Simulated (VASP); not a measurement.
MgO (scan.b): single point with r2SCAN

Crystal: MgO (scan.b).

```xyz
2
Lattice="0.0000 2.1230 2.1230 2.1230 0.0000 2.1230 2.1230 2.1230 0.0000" Properties=species:S:1:pos:R:3 pbc="T T T"
Mg    0.0000    0.0000    0.0000
O     2.1230    2.1230    2.1230
```

This cell differs from its parent crystal: volume scaled by 1.03.

```json
{
  "Program": "VASP 6.6.1",
  "Task": "single point",
  "Functional": "r2SCAN",
  "Potentials or basis": "VASP PAW PBE potentials, release 64 (Mg, O)",
  "Cutoff": "660 eV",
  "k mesh": "10 × 10 × 10",
  "Occupations": "gaussian, width 0.02 eV",
  "Spin": "no spin polarisation",
  "Dipole correction": "no",
  "Further INCAR settings": "ALGO = Normal; EDIFF = 1e-06; NBANDS = 11"
}
```

- Pressure: -6.0 GPa
- Band gap on the k mesh: 5.37 eV, direct

Levels at points of the mesh, in eV from the valence-band top:
```
           k point  band 1  band 2  band 3  band 4  band 5  band 6  band 7  band 8  band 9
(0.00, 0.00, 0.00)  -18.08    0.00    0.00    0.00    5.37   16.70   16.70   16.70   20.77
(0.50, 0.00, 0.00)  -16.89   -4.50   -0.65   -0.65    8.64   13.52   17.17   17.17   22.00
(0.50, 0.50, 0.00)  -16.65   -4.00   -1.34   -1.34   10.00   10.80   14.02   19.99   19.99
```

Wall time 32 s on 1 thread of Intel(R) Xeon(R) 6975P-C (Granite Rapids), with other jobs on the host, peak memory 0.18 GiB.

Caveat: the PAW data sets were made with another functional, which shifts forces and pressure a little.
